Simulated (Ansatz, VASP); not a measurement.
**Two plane-wave programs on Mg2Sn**

File INCAR:

```
ALGO = Normal ; EDIFF = 1E-6
ENCUT = 600 ; GGA = PE
GGA_COMPAT = F ; ISIF = 2
ISMEAR = 0 ; LASPH = T
LCHARG = F ; LREAL = F
LWAVE = F ; NBANDS = 16
NELM = 120 ; PREC = Accurate
SIGMA = 0.1
```

The input KPOINTS:

```
k-points
0
Gamma
  4 4 4
```

The input POSCAR:

```
Mg2Sn
1.0
    0.0000000000      3.3801540000      3.3801540000
    3.3801540000      0.0000000000      3.3801540000
    3.3801540000      3.3801540000      0.0000000000
Mg Sn
2 1
Direct
    0.2500000000      0.2500000000      0.2500000000
    0.7500000000      0.7500000000      0.7500000000
    0.0000000000      0.0000000000      0.0000000000
```

Input for Ansatz:

```yaml
crystal:
  lattice:
    - [0.0, 3.380154, 3.380154]
    - [3.380154, 0.0, 3.380154]
    - [3.380154, 3.380154, 0.0]
  atoms:
    - { symbol: Mg, position: [0.25, 0.25, 0.25] }
    - { symbol: Mg, position: [0.75, 0.75, 0.75] }
    - { symbol: Sn, position: [0.0, 0.0, 0.0] }
basis:
  ecutwfc: 420
kpoints:
  mp_grid: { grid: [4, 4, 4] }
hamiltonian:
  xc: pbe
scf:
  occupations: { method: gaussian, width: 0.1 }
output:
  forces: true
  stress: true
  eigenvalues: true
```

Alike in both runs: task single point; functional PBE; k mesh 4 × 4 × 4; occupations gaussian, width 0.1 eV; no spin polarisation.

|  | VASP | Ansatz |
| --- | --- | --- |
| version | VASP 6.6.1 | Ansatz 0.2.0 |
| potentials or method | VASP PAW PBE potentials, release 64 (Mg, Sn_d), cutoff 600 eV | scalar-relativistic, plane waves, PAW |
| valence electrons in the cell | 18 | 34 |

Ansatz gave:

* gap on the k mesh at the Fermi level (eV): none
* pressure (GPa): 1.1

Question: Estimate VASP's values.

Answer: gap on the k mesh at the Fermi level (eV): none; pressure (GPa): 1.0.

A gap of «none» marks a metal or a gap that the smearing closes. With one functional, cell and mesh, what is left measures potentials, basis and numerics. VASP's potentials hold 18 valence electrons a cell and Ansatz's 34, so a difference there can come from the potentials and not from the codes.

The k mesh is coarse, so the values compare programs but aren't converged.
